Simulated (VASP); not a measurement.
Re, 1 atom in the cell. Symmetry: Fm-3m, No. 225, cubic system. Conventional cell: a = 3.814 Å, b = 3.814 Å, c = 3.814 Å, α = 90.00°, β = 90.00°, γ = 90.00°. Re (site symmetry m-3m) has 12 Re at 2.70 Å within 3.6 Å. This isn't the form of Re at room conditions, which is hcp.

- Program: VASP 6.6.1
- Task: single point
- Functional: r2SCAN
- Potentials or basis: VASP PAW PBE potentials, release 64 (Re)
- Cutoff: 520 eV
- k mesh: 18 × 18 × 18
- Occupations: gaussian, width 0.1 eV
- Spin: no spin polarisation
- Dipole correction: no
- Further INCAR settings: ALGO = Normal; EDIFF = 1e-06; NBANDS = 10

Potentials or basis: VASP PAW PBE potentials, release 64 (Re).

The run is started by

```sh
$ cat potpaw_PBE.64/Re/POTCAR > POTCAR
$ cp INCAR.step1 INCAR
$ mpirun -np 1 vasp_std > vasp.out
$ cp INCAR.step2 INCAR
$ mpirun -np 1 vasp_std > vasp.out
```

Hardware: 1 thread of Intel Xeon 8259CL, with other jobs on the host.

How long does it take, and how much memory?

It took 2.7 min on 1 thread of Intel Xeon 8259CL, on a shared host, peak memory 0.15 GiB. Counts: k points 195.
